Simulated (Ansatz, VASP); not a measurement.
**PbSe: VASP beside Ansatz**

```
CELL_PARAMETERS angstrom
0.00000 3.08870 3.08870
3.25642 0.00000 3.08870
3.25642 3.08870 0.00000
ATOMIC_POSITIONS crystal
Pb 0.00000 0.00000 0.00000
Se 0.50000 0.50000 0.50000
```

Change from the starting cell: uniaxial_x strain +5.4%.

Alike in both runs: task single point; functional PBE; k mesh 8 × 8 × 8; occupations fermi-dirac, width 0.02 eV; no spin polarisation.

|  | VASP | Ansatz |
| --- | --- | --- |
| version | VASP 6.6.1 | Ansatz 0.2.0 |
| potentials or method | VASP PAW PBE potentials, release 64 (Pb_d, Se) | plane waves, PAW |
| plane-wave cutoff (eV) | 520 | 420 |
| valence electrons in the cell | 20 | 30 |

```tsv
	VASP	Ansatz	Ansatz less VASP
pressure (GPa)	-1.1	-1.1	+0.02
traceless stress, the component that is largest in VASP (GPa)	-2.76	-2.75	+0.009
```

VASP's potentials hold 20 valence electrons a cell and Ansatz's 30, so a difference there can come from the potentials and not from the codes.

Spin-orbit coupling is off throughout.
